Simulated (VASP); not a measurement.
# C (P6/mmm) in VASP: further runs, part 2 of 2

VASP 6.6.1. The steps go on from the part before.

### 4 Single point, PBEsol (volume scaled by 1.08)

File INCAR:

```
ALGO = Normal
EDIFF = 1E-7
ENCUT = 520
GGA = PS
ISIF = 2
ISMEAR = -1
LASPH = True
LCHARG = False
LREAL = False
LWAVE = False
NBANDS = 13
NELM = 60
PREC = Accurate
SIGMA = 0.1
```

File KPOINTS:

```
k-points
0
Gamma
  7 7 27
```

File POSCAR:

```
C
1.0
    6.0754628949      0.0000000001      0.0000000000
   -3.0377314475      5.2615052067      0.0000000000
    0.0000000000      0.0000000000      1.3160799415
C
3
Direct
    1.0000000000      0.0000000000      0.0000000000
    0.3333333333      0.6666666667      0.5000000000
    0.6666666667      0.3333333333      0.5000000000
```

Potentials or basis: VASP PAW PBE potentials, release 64 (C).

Command:

```
$ cat potpaw_PBE.64/C/POTCAR > POTCAR
$ mpirun -np 1 vasp_std > vasp.out
```

OUTCAR:

```text
EDIFF = 1E-7
   ENCUT = 520
   GGA = PS
   ISIF = 2
   ISMEAR = -1
   LASPH = True
   LREAL = False
   NELM = 60
   PREC = Accurate

 ion  position               nearest neighbor table
   1  0.000  0.000  0.000-
   2  0.333  0.667  0.500-
   3  0.667  0.333  0.500-

  LATTYP: Found a hexagonal cell.
 ALAT       =     6.0754628949
 C/A-ratio  =     0.2166221676

  Lattice vectors:

 A1 = (   6.0754628949,   0.0000000001,   0.0000000000)
 A2 = (  -3.0377314475,   5.2615052067,   0.0000000000)
 A3 = (   0.0000000000,   0.0000000000,   1.3160799415)

Analysis of symmetry for initial positions (statically):
=====================================================================
 Subroutine PRICEL returns:
 Original cell was already a primitive cell.

 Routine SETGRP: Setting up the symmetry group for a
 hexagonal supercell.

 Subroutine GETGRP returns: Found 24 space group operations
 (whereof 24 operations were pure point group operations)
 out of a pool of 24 trial point group operations.

The static configuration has the point symmetry D_6h.

Analysis of symmetry for dynamics (positions and initial velocities):
=====================================================================
 Subroutine PRICEL returns:
 Original cell was already a primitive cell.

 Routine SETGRP: Setting up the symmetry group for a
 hexagonal supercell.

 Subroutine GETGRP returns: Found 24 space group operations
 (whereof 24 operations were pure point group operations)
 out of a pool of 24 trial point group operations.

The dynamic configuration has the point symmetry D_6h.

 Subroutine INISYM returns: Found 24 space group operations
 (whereof 24 operations are pure point group operations),
 and found     1 'primitive' translations

----------------------------------------------------------------------------------------

                                     Primitive cell

  volume of cell :      42.0699

  direct lattice vectors                    reciprocal lattice vectors
     6.075462895  0.000000000  0.000000000     0.164596512  0.095029840  0.000000000
    -3.037731448  5.261505207  0.000000000    -0.000000000  0.190059681  0.000000000
     0.000000000  0.000000000  1.316079941     0.000000000  0.000000000  0.759832263

  length of vectors
     6.075462895  6.075462895  1.316079941     0.190059681  0.190059681  0.759832263

  position of ions in fractional coordinates (direct lattice)
     0.000000000  0.000000000  0.000000000
     0.333333333  0.666666667  0.500000000
     0.666666667  0.333333333  0.500000000

  ion indices of the primitive-cell ions
   primitive index   ion index
                 1           1
                 2           2
                 3           3

----------------------------------------------------------------------------------------

 KPOINTS: k-points

Automatic generation of k-mesh.
 Grid dimensions read from file:
 generate k-points for:    7    7   27

 Generating k-lattice:

  Cartesian coordinates                     Fractional coordinates (reciprocal lattice)
     0.023513787  0.013575691  0.000000000     0.142857143  0.000000000  0.000000000
    -0.000000000  0.027151383  0.000000000     0.000000000  0.142857143  0.000000000
     0.000000000  0.000000000  0.028141936     0.000000000  0.000000000  0.037037037

  Length of vectors
     0.027151383  0.027151383  0.028141936

  Shift w.r.t. Gamma in fractional coordinates (k-lattice)
     0.000000000  0.000000000  0.000000000

 Subroutine IBZKPT returns following result:
 ===========================================

 Found    112 irreducible k-points:

 Following reciprocal coordinates:
            Coordinates               Weight
  0.000000  0.000000  0.000000      1.000000
  0.142857 -0.000000  0.000000      6.000000
  0.285714 -0.000000  0.000000      6.000000
  0.428571 -0.000000  0.000000      6.000000
  0.142857  0.142857  0.000000      6.000000
  0.285714  0.142857  0.000000     12.000000
[... 16 lines left out ...]
  0.428571  0.142857  0.074074     12.000000
  0.285714  0.285714  0.074074     12.000000
 [... further k-points ...]
   k-points           NKPTS =    112   k-points in BZ     NKDIM =    112   number of bands    NBANDS=     13
   number of dos      NEDOS =    301   number of ions     NIONS =      3
   total plane-waves  NPLWV =  23040
   dimension x,y,z NGX =    48 NGY =   48 NGZ =   10
   dimension x,y,z NGXF=    96 NGYF=   96 NGZF=   20
   ions per type =               3
   NGX,Y,Z   is equivalent  to a cutoff of  13.13, 13.13, 12.63 a.u.
   NGXF,Y,Z  is equivalent  to a cutoff of  26.27, 26.27, 25.26 a.u.
 SYSTEM =  unknown system
   PREC   = accura    normal or accurate (medium, high low for compatibility)
   ISTART =      0    job   : 0-new  1-cont  2-samecut
   ICHARG =      2    charge: 1-file 2-atom 10-const
   ISPIN  =      1    spin polarized calculation?
   LNONCOLLINEAR =      F non collinear calculations
   LSORBIT =      F    spin-orbit coupling
   LASPH  =      T    aspherical Exc in radial PAW
   ENCUT  =  520.0 eV  38.22 Ry    6.18 a.u.  11.30 11.30  2.45*2*pi/ulx,y,z
   NELM   =     60;   NELMIN=  2; NELMDL= -5     # of ELM steps
   EDIFF  = 0.1E-06   stopping-criterion for ELM
   LREAL  =      F    real-space projection
   EDIFFG = 0.1E-05   stopping-criterion for IOM
   NSW    =      0    number of steps for IOM
   IBRION =     -1    ionic relax: 0-MD 1-quasi-New 2-CG
   NFREE  =      0    steps in history (QN), initial steepest desc. (CG)
   ISIF   =      2    stress and relaxation
   ISYM   =      2    0-nonsym 1-usesym 2-fastsym
   POTIM  = 0.5000    time-step for ionic-motion
   TEBEG  =    0.0;   TEEND  =   0.0 temperature during run
   PSTRESS=    0.0 pullay stress
   NELECT =      12.0000    total number of electrons
   NUPDOWN=      -1.0000    fix difference up-down
   EMIN   =  10.00;   EMAX   =-10.00  energy-range for DOS
   EFERMI =   0.00;   METHOD = LEGACY
   ISMEAR =    -1;   SIGMA  =   0.10  broadening in eV -4-tet -1-fermi 0-gaus
   EFERMI_NEDOS =   21; number of points for ismear=-14 and -15
   IALGO  =     38    algorithm
   IMIX   =      4    mixing-type and parameters
     AMIX     =   0.40;   BMIX     =  1.00
     AMIX_MAG =   1.60;   BMIX_MAG =  1.00
  volume/ion in A,a.u.               =      14.02        94.63
  Fermi-wavevector in a.u.,A,eV,Ry     =   1.077651  2.036465 15.800869  1.161331
  Thomas-Fermi vector in A             =   2.213568
   LORBIT       =      0    0 simple, 1 ext, 2 COOP (PROOUT), +10 PAW based schemes
   GGA     = PS    functional components
   LHFCALC =     F    Hartree Fock is set to
   AEXX    =    0.0000 exact exchange contribution
   IVDW    =     0    specifies the selected vdW correction
   LEPSILON=     F    determine dielectric tensor
   LRPA    =     F    only Hartree local field effects (RPA)
 non-spin polarized calculation
  energy-cutoff  :      520.00
  volume of cell :       42.07
 maximum number of plane-waves:      1181
 NGX is ok and might be reduce to    48
   NGX = 23   NGY = 23   NGZ =  5

 number of electron      11.9999996 magnetization

 Free energy of the ion-electron system (eV)
  ---------------------------------------------------
  ext. energy  EPLUGINS =         0.00000000
  ---------------------------------------------------
  free energy    TOTEN  =       -25.54759458 eV

  energy without entropy =      -25.52689089  energy(sigma->0) =      -25.53724274

 E-fermi :   0.3553     XC(G=0):  -8.5394

 val. band max:        0.2615858496   @ k =   0.0000   0.0000   0.2222
 cond. band min:       0.4222596785   @ k =   0.4286  -0.0000   0.2593
 fundamental gap:      0.1606738289
 Fermi energy:         0.3552553961

 k-point     1 :       0.0000    0.0000    0.0000
  band No.  band energies     occupation
      1     -15.7264      2.00000
      2     -15.2494      2.00000
      3     -15.2493      2.00000
      4      -4.9822      2.00000
      5      -4.9822      2.00000
      6      -4.9821      2.00000
      7      -4.9821      2.00000
      8      -3.6548      2.00000
      9      -3.6548      2.00000
     10       5.4326      0.00000
     11       9.8821      0.00000
     12       9.8822      0.00000
     13       9.8823      0.00000
[... 353 lines left out ...]
 k-point    24 :       0.2857    0.2857    0.0741
  band No.  band energies     occupation
      1     -15.2013      2.00000
      2     -15.1138      2.00000
      3     -15.1137      2.00000
      4      -4.7549      2.00000
      5      -4.7548      2.00000
      6      -4.4166      2.00000
      7      -3.5576      2.00000
      8      -3.5576      2.00000
      9      -3.4550      2.00000
     10       7.7604      0.00000
     11       8.1708      0.00000
     12       8.1709      0.00000
     13      10.7325      0.00000

 [... further k-points ...]
[... 5 lines left out ...]
  --------------------------------------------------------------------------------------
  -------------------------------------------------------------------------------------
  Total        0.1523520      0.1523520     -9.4777528      0.0000000      0.0000000     -0.0000000
  in kB        5.8021236      5.8021236   -360.9477291      0.0000000      0.0000000     -0.0000000
  external PRESSURE =    -116.4478273 kB  Pullay stress =       0.0000000 kB

 VOLUME and BASIS-vectors are now :
 -----------------------------------------------------------------------------
  energy-cutoff  :      520.00
  volume of cell :       42.07
      direct lattice vectors                 reciprocal lattice vectors
     6.075462895  0.000000000  0.000000000     0.164596512  0.095029840  0.000000000
    -3.037731448  5.261505207  0.000000000    -0.000000000  0.190059681  0.000000000
     0.000000000  0.000000000  1.316079941     0.000000000  0.000000000  0.759832263

 POSITION                                       TOTAL-FORCE (eV/Angst)
 -----------------------------------------------------------------------------------
      0.00000      0.00000      0.00000         0.000000     -0.000000      0.000000
     -0.00000      3.50767      0.65804        -0.000000     -0.000000      0.000000
      3.03773      1.75384      0.65804         0.000000      0.000000      0.000000
 -----------------------------------------------------------------------------------
    total drift:                               -0.000000      0.000000      0.000000

  FREE ENERGIE OF THE ION-ELECTRON SYSTEM (eV)
  ---------------------------------------------------
  free  energy   TOTEN  =       -25.5475945783 eV

  energy  without entropy=      -25.5268908947  energy(sigma->0) =      -25.53724274
```

It took 34 s on 1 thread of Intel Xeon 6975P-C, shared host; peak memory 0.18 GiB.

What came out:

| Property | Result |
| --- | --- |
| Free energy | -25.5476 eV |
| Pressure | -11.6 GPa |
| Band gap on the k mesh | zero (band 6 reaches 8.72 eV, above the bottom of band 7 at -4.98 eV) |

Stress tensor (GPa, compression positive):
```
  0.58   0.00   0.00
  0.00   0.58   0.00
  0.00   0.00 -36.09
```

Caveat: the PAW data sets were made with another functional, which shifts forces and pressure a little.

### 5 Single point, PBEsol (volume scaled by 1.12)

File INCAR:

```
ALGO     = Normal         # electronic algorithm
EDIFF    = 1E-7           # SCF threshold, eV
ENCUT    = 520            # plane-wave cutoff, eV
GGA      = PS             # functional
ISIF     = 2              # what is computed and relaxed
ISMEAR   = -1             # smearing method
LASPH    = True           # aspherical terms in the spheres
LCHARG   = False          # write CHGCAR
LREAL    = False          # projectors in reciprocal space
LWAVE    = False          # write WAVECAR
NBANDS   = 13             # bands
NELM     = 100            # most SCF steps
PREC     = Accurate       # precision mode
SIGMA    = 0.1            # smearing width, eV
```

KPOINTS is that of step 4.

File POSCAR:

```
C
1.0
    6.1495612085      0.0000000001      0.0000000000
   -3.0747806043      5.3256762287      0.0000000000
    0.0000000000      0.0000000000      1.3321312789
C
3
Direct
    1.0000000000      0.0000000000      0.0000000000
    0.3333333333      0.6666666667      0.5000000000
    0.6666666667      0.3333333333      0.5000000000
```

Command:

```
$ cat potpaw_PBE.64/C/POTCAR > POTCAR
$ mpirun -np 1 vasp_std > vasp.out
```

It took 30 s on 1 thread of Intel Xeon 6975P-C, shared host; peak memory 0.18 GiB.

The run converged. Its results:

| Item | Value |
| --- | --- |
| Free energy | -25.4123 eV |
| Pressure | -16.2 GPa |
| Band gap on the k mesh | zero (band 6 reaches 7.97 eV, above the bottom of band 7 at -5.03 eV) |

Stress tensor (GPa, compression positive):
```
  0.40   0.00   0.00
  0.00   0.40   0.00
  0.00   0.00 -49.31
```

Levels at points of the mesh, in eV from the Fermi level:
| k point | band 3 | band 4 | band 5 | band 6 | band 7 | band 8 | band 9 | band 10 | band 11 | band 12 |
| --- | --- | --- | --- | --- | --- | --- | --- | --- | --- | --- |
| (0.00, 0.00, 0.00) | -15.49 | -5.19 | -5.19 | -5.19 | -5.19 | -3.93 | -3.93 | 5.02 | 9.41 | 9.41 |

Caveat: the PAW data sets were made with another functional, which shifts forces and pressure a little.

### 6 Overview

| cell | gap on the mesh (eV) | pressure (GPa) |
| --- | --- | --- |
| a = 5.922, b = 5.922, c = 1.283 Å, angles 90.0, 90.0, 120.0°, 3 atoms | none | 0.2 |
| a = 6.000, b = 6.000, c = 1.300 Å, angles 90.0, 90.0, 120.0°, 3 atoms | none | -6.3 |
| a = 6.075, b = 6.075, c = 1.316 Å, angles 90.0, 90.0, 120.0°, 3 atoms | none | -11.6 |
| a = 6.150, b = 6.150, c = 1.332 Å, angles 90.0, 90.0, 120.0°, 3 atoms | none | -16.2 |

Alike in all rows: task single point; level PBEsol; potentials or basis VASP PAW PBE potentials, release 64 (C); no spin polarisation; k mesh 7 × 7 × 27; cutoff (eV) 520; smearing fermi-dirac 0.1 eV.

Caveats: the PAW data sets were made with another functional, which shifts forces and pressure a little.

Absolute energies hang on the potentials; compare differences alone.
